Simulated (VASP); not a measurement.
A run of VASP 6.6.1 is set up as follows.

POSCAR

```
MgS
1.0
    0.0000000000      2.8141052454      2.8141052454
    2.8141052454      0.0000000000      2.8141052454
    2.8141052454      2.8141052454      0.0000000000
S Mg
1 1
Direct
    0.2500000000      0.2500000000      0.2500000000
    0.0000000000      0.0000000000      0.0000000000
```

Contents of INCAR.step1:

```
SYSTEM = MgS
PREC     = Accurate       ! precision mode
ENCUT    = 520            ! plane-wave cutoff, eV
EDIFF    = 1E-5           ! SCF threshold, eV
ISMEAR   = -1             ! smearing method
SIGMA    = 0.05           ! smearing width, eV
LREAL    = .FALSE.        ! projectors in reciprocal space
LASPH    = .TRUE.         ! aspherical terms in the spheres
NELM     = 60             ! most SCF steps
ALGO     = Normal         ! electronic algorithm
ISIF     = 2              ! what is computed and relaxed
LWAVE    = .TRUE.         ! write WAVECAR
GGA      = PE             ! functional
NBANDS   = 11             ! bands
```

INCAR.step2

```
SYSTEM = MgS
PREC     = Accurate       ! precision mode
ENCUT    = 520            ! plane-wave cutoff, eV
EDIFF    = 1E-6           ! SCF threshold, eV
ISMEAR   = -1             ! smearing method
SIGMA    = 0.05           ! smearing width, eV
LREAL    = .FALSE.        ! projectors in reciprocal space
LASPH    = .TRUE.         ! aspherical terms in the spheres
NELM     = 60             ! most SCF steps
ALGO     = Normal         ! electronic algorithm
ISIF     = 2              ! what is computed and relaxed
LWAVE    = .FALSE.        ! write WAVECAR
LCHARG   = .TRUE.         ! write CHGCAR
GGA      = PE             ! functional
LHFCALC  = .TRUE.         ! exact exchange
AEXX     = 0.25           ! exact-exchange fraction
PRECFOCK = Normal       
LELF     = .TRUE.         ! ELF
LVHAR    = .TRUE.       
ISTART   = 1            
NBANDS   = 11             ! bands
```

The input KPOINTS:

```
regular mesh
0
G
  6 6 6
  0 0 0
```

Potentials or basis: VASP PAW PBE potentials, release 64 (S, Mg).

Launch:

```sh
$ cat potpaw_PBE.64/S/POTCAR potpaw_PBE.64/Mg/POTCAR > POTCAR
$ cp INCAR.step1 INCAR
$ mpirun -np 1 vasp_std > vasp.out
$ cp INCAR.step2 INCAR
$ mpirun -np 1 vasp_std > vasp.out
```

(1) Predict the pressure.

(2) Estimate the band gap on the k mesh.

Results:

(1) 0.9 GPa.

(2) 5.30 eV, direct.

Caveat: the PAW data sets were made with another functional, which shifts forces and pressure a little.
